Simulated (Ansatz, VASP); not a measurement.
**BN: VASP beside Ansatz**

File INCAR:

```
SYSTEM = BN
PREC = Accurate
ENCUT = 520
EDIFF = 1E-6
ISMEAR = -1
SIGMA = 0.02
LREAL = .FALSE.
LASPH = .TRUE.
NELM = 60
ALGO = Normal
ISIF = 2
LWAVE = .FALSE.
LCHARG = .FALSE.
NBANDS = 16
```

Contents of KPOINTS:

```
Automatic mesh
0
G
  15 15 5
  0 0 0
```

File POSCAR:

```
BN
1.0
    2.5124282281      0.0000000000      0.0000000000
   -1.2562141141      2.1758266707      0.0000000000
    0.0000000000      0.0000000000      7.7072650000
B N
2 2
Direct
    0.3333333300      0.6666666700      0.2629747712
    0.6666666700      0.3333333300      0.7500000000
    0.3333333300      0.6666666700      0.7500000000
    0.6666666700      0.3333333300      0.2500000000
```

Input for Ansatz:

```yaml
crystal:
  lattice:
    - [2.5124282281, 0.0, 0.0]
    - [-1.2562141141, 2.1758266707, 0.0]
    - [0.0, 0.0, 7.707265]
  atoms:
    - { symbol: B, position: [0.33333333, 0.66666667, 0.2629747712] }
    - { symbol: B, position: [0.66666667, 0.33333333, 0.75] }
    - { symbol: "N", position: [0.33333333, 0.66666667, 0.75] }
    - { symbol: "N", position: [0.66666667, 0.33333333, 0.25] }
hamiltonian:
  xc: lda
  pseudopotentials:
    kind: all_electron
    lapw: { muffin_tin_radii: { "N": 0.672, B: 0.672 } }
kpoints:
  mp_grid: { grid: [15, 15, 5] }
scf:
  occupations: { method: fermi_dirac, width: 0.02 }
  convergence: { dr2_threshold: 1.0e-09 }
output:
  eigenvalues: true
  forces: true
  stress: true
basis:
  ecutwfc: 400
```

Alike in both runs: task single point; functional LDA; k mesh 15 × 15 × 5; occupations fermi-dirac, width 0.02 eV; no spin polarisation.

|  | VASP | Ansatz |
| --- | --- | --- |
| version | VASP 6.6.1 | Ansatz 0.2.0 |
| potentials or method | VASP PAW LDA potentials, release 64 (B, N), cutoff 520 eV | all-electron LAPW, scalar-relativistic |

```tsv
	VASP	Ansatz	Ansatz less VASP
gap on the k mesh at the Fermi level (eV)	4.15	4.16	+0.011
least direct gap on the mesh (eV)	4.47	4.47	+0.006
pressure (GPa)	-6.3	-6.6	-0.27
traceless stress, the component that is largest in VASP (GPa)	4.22	4.51	+0.291
rms of the force components (eV/Å)	0.594	0.592	-0.0019
```

LDA's correlation is that of Perdew and Zunger in VASP and of Perdew and Wang (1992) in Ansatz. Atom by atom the forces differ by 0.002 eV/Å (rms over components). Ansatz ran all-electron here, and VASP with PAW potentials.
